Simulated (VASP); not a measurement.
# CaSe (F-43m) in VASP: further runs

Aim: see how the results for CaSe move with the level of theory and the settings. Levels: r2SCAN, HSE06, PBE-based screened hybrid with 75 % exact exchange, PBE-based screened hybrid with 20 % exact exchange. Tasks: single point.

All numbers are computed with VASP 6.6.1; they aren't measurements. Logs are shortened: lines on timing, memory, paths and dates and some standing lists are left out, and cuts for length are marked.

### 1 The cell of the first run

It takes space group F-43m (No. 216, cubic). The conventional cell has a = 6.559 Å, b = 6.559 Å, c = 6.559 Å, α = 90.00°, β = 90.00°, γ = 90.00°. Ca (site symmetry -43m) has 4 Se at 2.84 Å within 3.7 Å. Within 3.7 Å of Se (site symmetry -43m) lie 4 Ca at 2.84 Å.

### 2 Single point, r2SCAN

POSCAR reads:

```
CaSe
1.0
    0.0000000000      3.2795613675      3.2795613675
    3.2795613675      0.0000000000      3.2795613675
    3.2795613675      3.2795613675      0.0000000000
Ca Se
1 1
Direct
    0.0000000000      0.0000000000      0.0000000000
    0.2500000000      0.2500000000      0.2500000000
```

INCAR.step1 reads:

```
PREC = Accurate
ENCUT = 520
ISMEAR = -1
SIGMA = 0.2
LREAL = F
LASPH = T
NELM = 60
NBANDS = 15
GGA = PE
ALGO = Normal
EDIFF = 1E-4
LWAVE = T
LCHARG = F
```

INCAR.step2 reads:

```
PREC = Accurate
ENCUT = 520
EDIFF = 1E-7
ISMEAR = -1
SIGMA = 0.2
LREAL = F
LASPH = T
NELM = 60
ALGO = Normal
ISIF = 2
LWAVE = F
LCHARG = F
METAGGA = R2SCAN
LMIXTAU = T
NBANDS = 15
ISTART = 1
```

KPOINTS reads:

```
Automatic mesh
0
Gamma
  4 4 4
```

Potentials or basis: VASP PAW PBE potentials, release 64 (Ca_sv, Se).

Command:

```sh
$ cat potpaw_PBE.64/Ca_sv/POTCAR potpaw_PBE.64/Se/POTCAR > POTCAR
$ cp INCAR.step1 INCAR
$ mpirun -np 1 vasp_std > vasp.out
$ cp INCAR.step2 INCAR
$ mpirun -np 1 vasp_std > vasp.out
```

OUTCAR:

```text
PREC = Accurate
   ENCUT = 520
   EDIFF = 1E-7
   ISMEAR = -1
   LREAL = F
   LASPH = T
   NELM = 60
   ISIF = 2
   METAGGA = R2SCAN
   ISTART = 1

 ion  position               nearest neighbor table
   1  0.000  0.000  0.000-   2 2.84   2 2.84   2 2.84   2 2.84
   2  0.250  0.250  0.250-   1 2.84   1 2.84   1 2.84   1 2.84

  LATTYP: Found a face centered cubic cell.
 ALAT       =     6.5591227350

  Lattice vectors:

 A1 = (   0.0000000000,   3.2795613675,   3.2795613675)
 A2 = (   3.2795613675,   0.0000000000,   3.2795613675)
 A3 = (   3.2795613675,   3.2795613675,   0.0000000000)

Analysis of symmetry for initial positions (statically):
=====================================================================
 Subroutine PRICEL returns:
 Original cell was already a primitive cell.

 Routine SETGRP: Setting up the symmetry group for a
 face centered cubic supercell.

 Subroutine GETGRP returns: Found 24 space group operations
 (whereof 24 operations were pure point group operations)
 out of a pool of 48 trial point group operations.

The static configuration has the point symmetry T_d .

Analysis of symmetry for dynamics (positions and initial velocities):
=====================================================================
 Subroutine PRICEL returns:
 Original cell was already a primitive cell.

 Routine SETGRP: Setting up the symmetry group for a
 face centered cubic supercell.

 Subroutine GETGRP returns: Found 24 space group operations
 (whereof 24 operations were pure point group operations)
 out of a pool of 48 trial point group operations.

The dynamic configuration has the point symmetry T_d .

 Subroutine INISYM returns: Found 24 space group operations
 (whereof 24 operations are pure point group operations),
 and found     1 'primitive' translations

----------------------------------------------------------------------------------------

                                     Primitive cell

  volume of cell :      70.5468

  direct lattice vectors                    reciprocal lattice vectors
     0.000000000  3.279561367  3.279561367    -0.152459413  0.152459413  0.152459413
     3.279561367  0.000000000  3.279561367     0.152459413 -0.152459413  0.152459413
     3.279561367  3.279561367  0.000000000     0.152459413  0.152459413 -0.152459413

  length of vectors
     4.638000165  4.638000165  4.638000165     0.264067449  0.264067449  0.264067449

  position of ions in fractional coordinates (direct lattice)
     0.000000000  0.000000000  0.000000000
[... 70 lines left out ...]
   TEBEG  =    0.0;   TEEND  =   0.0 temperature during run
   PSTRESS=    0.0 pullay stress
   NELECT =      16.0000    total number of electrons
   NUPDOWN=      -1.0000    fix difference up-down
   EMIN   =  10.00;   EMAX   =-10.00  energy-range for DOS
   EFERMI =   0.00;   METHOD = LEGACY
   ISMEAR =    -1;   SIGMA  =   0.20  broadening in eV -4-tet -1-fermi 0-gaus
   EFERMI_NEDOS =   21; number of points for ismear=-14 and -15
   IALGO  =     38    algorithm
   IMIX   =      4    mixing-type and parameters
     AMIX     =   0.40;   BMIX     =  1.00
     AMIX_MAG =   1.60;   BMIX_MAG =  1.00
  volume/ion in A,a.u.               =      35.27       238.04
  Fermi-wavevector in a.u.,A,eV,Ry     =   0.998364  1.886635 13.561354  0.996731
  Thomas-Fermi vector in A             =   2.130583
   LORBIT       =      0    0 simple, 1 ext, 2 COOP (PROOUT), +10 PAW based schemes
   METAGGA = R2SCAN    functional components
   LHFCALC =     F    Hartree Fock is set to
   AEXX    =    0.0000 exact exchange contribution
   IVDW    =     0    specifies the selected vdW correction
   LEPSILON=     F    determine dielectric tensor
   LRPA    =     F    only Hartree local field effects (RPA)
 non-spin polarized calculation
  energy-cutoff  :      520.00
  volume of cell :       70.55
 maximum number of plane-waves:      1924
 NGX is ok and might be reduce to    36
   NGX = 17   NGY = 17   NGZ = 17

 number of electron      16.0000003 magnetization

 Free energy of the ion-electron system (eV)
  ---------------------------------------------------
  ext. energy  EPLUGINS =         0.00000000
  ---------------------------------------------------
  free energy    TOTEN  =       -25.35917354 eV

  energy without entropy =      -25.35896161  energy(sigma->0) =      -25.35906757

 E-fermi :   1.5839     XC(G=0):  -8.0144

 val. band max:       -0.5822793744   @ k =  -0.2500   0.2500   0.0000
 cond. band min:       3.1024704629   @ k =   0.0000   0.0000   0.0000
 fundamental gap:      3.6847498374
 Fermi energy:         1.5839288652

 k-point     1 :       0.0000    0.0000    0.0000
  band No.  band energies     occupation
      1     -41.1765      2.00000
      2     -21.3080      2.00000
      3     -21.3080      2.00000
      4     -21.3079      2.00000
      5     -11.3030      2.00000
      6      -0.6759      1.99998
      7      -0.6759      1.99998
      8      -0.6759      1.99998
      9       3.1025      0.00101
     10       5.3619      0.00000
     11       5.3619      0.00000
     12       7.4071      0.00000
     13       7.4071      0.00000
     14       7.4071      0.00000
[... 113 lines left out ...]
      2     -21.3527      2.00000
      3     -21.3280      2.00000
      4     -21.3221      2.00000
      5     -10.9441      2.00000
      6      -1.3124      2.00000
      7      -1.2625      2.00000
      8      -0.6969      1.99998
      9       3.5763      0.00009
     10       4.9434      0.00000
     11       5.9464      0.00000
     12       6.2268      0.00000
     13       6.8732      0.00000
     14       8.8293      0.00000
     15       8.9541      0.00000

------------------------ aborting loop because EDIFF is reached ----------------------------------------

  FORCE on cell =-STRESS in cart. coord.  units (eV):
  Direction    XX          YY          ZZ          XY          YZ          ZX
  --------------------------------------------------------------------------------------
  -------------------------------------------------------------------------------------
  Total        0.0801773      0.0801773      0.0801773      0.0000000     -0.0000000      0.0000000
  in kB        1.8208939      1.8208939      1.8208939      0.0000000     -0.0000000      0.0000000
  external PRESSURE =       1.8208939 kB  Pullay stress =       0.0000000 kB

 VOLUME and BASIS-vectors are now :
 -----------------------------------------------------------------------------
  energy-cutoff  :      520.00
  volume of cell :       70.55
      direct lattice vectors                 reciprocal lattice vectors
     0.000000000  3.279561367  3.279561367    -0.152459413  0.152459413  0.152459413
     3.279561367  0.000000000  3.279561367     0.152459413 -0.152459413  0.152459413
     3.279561367  3.279561367  0.000000000     0.152459413  0.152459413 -0.152459413

 POSITION                                       TOTAL-FORCE (eV/Angst)
 -----------------------------------------------------------------------------------
      0.00000      0.00000      0.00000        -0.000000      0.000000      0.000000
      1.63978      1.63978      1.63978         0.000000     -0.000000     -0.000000
 -----------------------------------------------------------------------------------
    total drift:                                0.000000      0.000000      0.000000

  FREE ENERGIE OF THE ION-ELECTRON SYSTEM (eV)
  ---------------------------------------------------
  free  energy   TOTEN  =       -25.3591735354 eV

  energy  without entropy=      -25.3589616128  energy(sigma->0) =      -25.35906757
```

OUTCAR.step1:

```text
PREC = Accurate
   ENCUT = 520
   ISMEAR = -1
   LREAL = F
   LASPH = T
   NELM = 60
[... 344 lines left out ...]
 -----------------------------------------------------------------------------------
      0.00000      0.00000      0.00000        -0.000000     -0.000000     -0.000000
      1.63978      1.63978      1.63978         0.000000      0.000000      0.000000
 -----------------------------------------------------------------------------------
    total drift:                                0.000000      0.000000      0.000000

  FREE ENERGIE OF THE ION-ELECTRON SYSTEM (eV)
  ---------------------------------------------------
  free  energy   TOTEN  =        -8.9665265971 eV

  energy  without entropy=       -8.9659817399  energy(sigma->0) =       -8.96625417
```

OSZICAR.step1:

```text
N       E                     dE             d eps       ncg     rms          rms(c)
DAV:   1     0.110900751012E+03    0.11090E+03   -0.72222E+03   240   0.939E+02
DAV:   2    -0.380916762541E+01   -0.11471E+03   -0.10854E+03   310   0.226E+02
DAV:   3    -0.891791270442E+01   -0.51087E+01   -0.50547E+01   338   0.470E+01
DAV:   4    -0.939455834733E+01   -0.47665E+00   -0.47633E+00   363   0.106E+01
DAV:   5    -0.939737509273E+01   -0.28167E-02   -0.28167E-02   324   0.103E+00    0.437E+00
DAV:   6    -0.899624830051E+01    0.40113E+00   -0.53643E-01   261   0.314E+00    0.253E+00
DAV:   7    -0.895274789957E+01    0.43500E-01   -0.22536E-01   318   0.245E+00    0.103E+00
DAV:   8    -0.896512924508E+01   -0.12381E-01   -0.28028E-02   282   0.128E+00    0.195E-01
DAV:   9    -0.896551375346E+01   -0.38451E-03   -0.24969E-03   324   0.420E-01    0.105E-01
DAV:  10    -0.896637303712E+01   -0.85928E-03   -0.76619E-04   261   0.156E-01    0.284E-02
DAV:  11    -0.896652738801E+01   -0.15435E-03   -0.25144E-04   281   0.997E-02    0.135E-02
DAV:  12    -0.896652659706E+01    0.79094E-06   -0.10965E-05   211   0.212E-02
   1 F= -.89665266E+01 E0= -.89662542E+01  d E =-.544857E-03
```

It took 1.8 min on 1 thread of Intel Xeon 8259CL, shared host; peak memory 0.22 GiB.

What came out:

```yaml
Free_energy: -25.3592 eV
Pressure: 0.2 GPa
Band_gap_on_the_k_mesh: 3.68 eV (least direct gap 3.78 eV)
```

Caveat: the PAW data sets were made with another functional, which shifts forces and pressure a little. A k mesh can miss the band edges.

### 3 Single point, r2SCAN

POSCAR is that of step 2.

INCAR.step1 reads:

```
PREC     = Accurate       # precision mode
ENCUT    = 520            # plane-wave cutoff, eV
ISMEAR   = 0              # smearing method
SIGMA    = 0.01           # smearing width, eV
LREAL    = F              # projectors in reciprocal space
LASPH    = T              # aspherical terms in the spheres
NELM     = 60             # most SCF steps
NBANDS   = 15             # bands
ISYM     = 0            
GGA      = PE             # functional
ALGO     = Normal         # electronic algorithm
EDIFF    = 1E-4           # SCF threshold, eV
LWAVE    = T              # write WAVECAR
LCHARG   = F              # write CHGCAR
```

INCAR.step2 reads:

```
PREC     = Accurate       # precision mode
ENCUT    = 520            # plane-wave cutoff, eV
EDIFF    = 1E-6           # SCF threshold, eV
ISMEAR   = 0              # smearing method
SIGMA    = 0.01           # smearing width, eV
LREAL    = F              # projectors in reciprocal space
LASPH    = T              # aspherical terms in the spheres
NELM     = 60             # most SCF steps
ALGO     = Normal         # electronic algorithm
ISIF     = 2              # what is computed and relaxed
LWAVE    = F              # write WAVECAR
LCHARG   = T              # write CHGCAR
METAGGA  = R2SCAN         # meta-GGA
LMIXTAU  = T            
LELF     = T              # ELF
LVHAR    = T            
NBANDS   = 15             # bands
ISYM     = 0            
ISTART   = 1
```

KPOINTS reads:

```
Automatic mesh
0
Gamma
  4 4 4
  0 0 0.5
```

Potentials or basis: VASP PAW PBE potentials, release 64 (Ca_sv, Se).

Command:

```sh
$ cat potpaw_PBE.64/Ca_sv/POTCAR potpaw_PBE.64/Se/POTCAR > POTCAR
$ cp INCAR.step1 INCAR
$ mpirun -np 1 vasp_std > vasp.out
$ cp INCAR.step2 INCAR
$ mpirun -np 1 vasp_std > vasp.out
```

Run time: 11 min. Hardware: 1 thread of Intel Xeon 8259CL, shared host; peak memory 0.32 GiB.

The run converged. Its results:

- Free energy: -25.3602 eV
- Pressure: 0.2 GPa
- Band gap on the k mesh: 4.05 eV (least direct gap 4.09 eV)

Levels at points of the mesh, in eV from the valence-band top:
```tsv
k point	band 4	band 5	band 6	band 7	band 8	band 9	band 10	band 11	band 12	band 13
(0.00, 0.00, 0.12)	-20.72	-10.67	-0.33	-0.07	-0.07	4.16	5.87	5.87	7.72	8.03
```

Caveat: the PAW data sets were made with another functional, which shifts forces and pressure a little; a shifted mesh leaves out Γ, where band edges can lie.

### 4 Single point, HSE06

POSCAR is that of step 3.

INCAR.step1 reads:

```
SYSTEM = CaSe
ALGO = Normal
EDIFF = 1E-5
ENCUT = 520
GGA = PE
ISIF = 2
ISMEAR = 0
LASPH = .True.
LREAL = .False.
LWAVE = .True.
NBANDS = 15
NELM = 100
PREC = Accurate
SIGMA = 0.01
```

INCAR.step2 reads:

```
SYSTEM = CaSe
ALGO = Normal
EDIFF = 1E-6
ENCUT = 520
GGA = PE
HFSCREEN = 0.2079
ISIF = 2
ISMEAR = 0
ISTART = 1
LASPH = .True.
LCHARG = .True.
LELF = .True.
LHFCALC = .True.
LREAL = .False.
LVHAR = .True.
LWAVE = .False.
NBANDS = 15
NELM = 100
PREC = Accurate
PRECFOCK = Normal
SIGMA = 0.01
```

KPOINTS reads:

```
k-points
0
Gamma
  4 4 4
  0 0 0
```

Potentials or basis: VASP PAW PBE potentials, release 64 (Ca_sv, Se).

Command:

```sh
$ cat potpaw_PBE.64/Ca_sv/POTCAR potpaw_PBE.64/Se/POTCAR > POTCAR
$ cp INCAR.step1 INCAR
$ mpirun -np 1 vasp_std > vasp.out
$ cp INCAR.step2 INCAR
$ mpirun -np 1 vasp_std > vasp.out
```

OUTCAR:

```text
SYSTEM = CaSe
   EDIFF = 1E-6
   ENCUT = 520
   GGA = PE
   HFSCREEN = 0.2079
   ISIF = 2
   ISMEAR = 0
   ISTART = 1
   LASPH = .True.
   LHFCALC = .True.
   LREAL = .False.
   NELM = 100
   PREC = Accurate
   PRECFOCK = Normal

 ion  position               nearest neighbor table
   1  0.000  0.000  0.000-   2 2.84   2 2.84   2 2.84   2 2.84
   2  0.250  0.250  0.250-   1 2.84   1 2.84   1 2.84   1 2.84

  LATTYP: Found a face centered cubic cell.
 ALAT       =     6.5591227350

[... 322 lines left out ...]

------------------------ aborting loop because EDIFF is reached ----------------------------------------

  FORCE on cell =-STRESS in cart. coord.  units (eV):
  Direction    XX          YY          ZZ          XY          YZ          ZX
  --------------------------------------------------------------------------------------
  -------------------------------------------------------------------------------------
  Total        0.1401348      0.1401348      0.1401348     -0.0000000      0.0000000     -0.0000000
  in kB        3.1825801      3.1825801      3.1825801     -0.0000000      0.0000000     -0.0000000
  external PRESSURE =       3.1825801 kB  Pullay stress =       0.0000000 kB

 VOLUME and BASIS-vectors are now :
 -----------------------------------------------------------------------------
  energy-cutoff  :      520.00
  volume of cell :       70.55
      direct lattice vectors                 reciprocal lattice vectors
     0.000000000  3.279561367  3.279561367    -0.152459413  0.152459413  0.152459413
     3.279561367  0.000000000  3.279561367     0.152459413 -0.152459413  0.152459413
     3.279561367  3.279561367  0.000000000     0.152459413  0.152459413 -0.152459413

 POSITION                                       TOTAL-FORCE (eV/Angst)
 -----------------------------------------------------------------------------------
      0.00000      0.00000      0.00000        -0.000000     -0.000000     -0.000000
      1.63978      1.63978      1.63978         0.000000      0.000000      0.000000
 -----------------------------------------------------------------------------------
    total drift:                                0.000003      0.000000     -0.000003

  FREE ENERGIE OF THE ION-ELECTRON SYSTEM (eV)
  ---------------------------------------------------
  free  energy   TOTEN  =       -10.1318159233 eV

  energy  without entropy=      -10.1318159233  energy(sigma->0) =      -10.13181592
```

OUTCAR.step1:

```text
SYSTEM = CaSe
   EDIFF = 1E-5
   ENCUT = 520
   GGA = PE
   ISIF = 2
   ISMEAR = 0
[... 348 lines left out ...]
      0.00000      0.00000      0.00000        -0.000000     -0.000000      0.000000
      1.63978      1.63978      1.63978         0.000000      0.000000     -0.000000
 -----------------------------------------------------------------------------------
    total drift:                                0.000000      0.000000      0.000000

  FREE ENERGIE OF THE ION-ELECTRON SYSTEM (eV)
  ---------------------------------------------------
  free  energy   TOTEN  =        -8.9664721259 eV

  energy  without entropy=       -8.9664721259  energy(sigma->0) =       -8.96647213
```

Run time: 16 min. Hardware: 1 thread of Intel Xeon 8259CL, shared host; peak memory 0.31 GiB.

Results:

```yaml
Free_energy: -10.1318 eV
Pressure: 0.3 GPa
Band_gap_on_the_k_mesh: 4.09 eV (least direct gap 4.17 eV)
```

Caveat: the PAW data sets were made with another functional, which shifts forces and pressure a little. A k mesh can miss the band edges.

### 5 Single point, PBE-based screened hybrid with 75 % exact exchange

POSCAR is that of step 4.

INCAR.step1 reads:

```
  PREC = Accurate
  ENCUT = 520
  EDIFF = 1E-5
  ISMEAR = 0
  SIGMA = 0.01
  LREAL = False
  LASPH = True
  NELM = 80
  ALGO = Normal
  ISIF = 2
  LWAVE = True
  GGA = PE
  NBANDS = 15
```

INCAR.step2 reads:

```
  PREC = Accurate
  ENCUT = 520
  EDIFF = 1E-6
  ISMEAR = 0
  SIGMA = 0.01
  LREAL = False
  LASPH = True
  NELM = 80
  ALGO = Normal
  ISIF = 2
  LWAVE = False
  LCHARG = True
  GGA = PE
  LHFCALC = True
  AEXX = 0.75
  HFSCREEN = 0.5
  PRECFOCK = Normal
  LELF = True
  LVHAR = True
  ISTART = 1
  NBANDS = 15
```

KPOINTS reads:

```
regular mesh
0
Gamma
  4 4 4
```

Command:

```sh
$ cat potpaw_PBE.64/Ca_sv/POTCAR potpaw_PBE.64/Se/POTCAR > POTCAR
$ cp INCAR.step1 INCAR
$ mpirun -np 1 vasp_std > vasp.out
$ cp INCAR.step2 INCAR
$ mpirun -np 1 vasp_std > vasp.out
```

Wall time 21 min (1 thread of Intel Xeon 8259CL, shared host); peak memory 0.31 GiB.

It converged, with:

* Free energy: -11.0085 eV
* Pressure: 0.1 GPa
* Band gap on the k mesh: 4.50 eV (least direct gap 4.57 eV)

Levels at points of the mesh, in eV from the valence-band top:
```
           k point  band 6  band 7  band 8  band 9  band 10  band 11
(0.00, 0.00, 0.00)   -0.06   -0.06   -0.06    4.50     7.77     7.77
(0.50, 0.00, 0.00)   -1.34   -0.01   -0.01    6.71     7.57     7.64
(0.50, 0.50, 0.00)   -1.36   -0.10   -0.10    4.92     6.75     8.75
```

Caveat: the PAW data sets were made with another functional, which shifts forces and pressure a little. A k mesh can miss the band edges.

(Continued in part 2 of 2.)
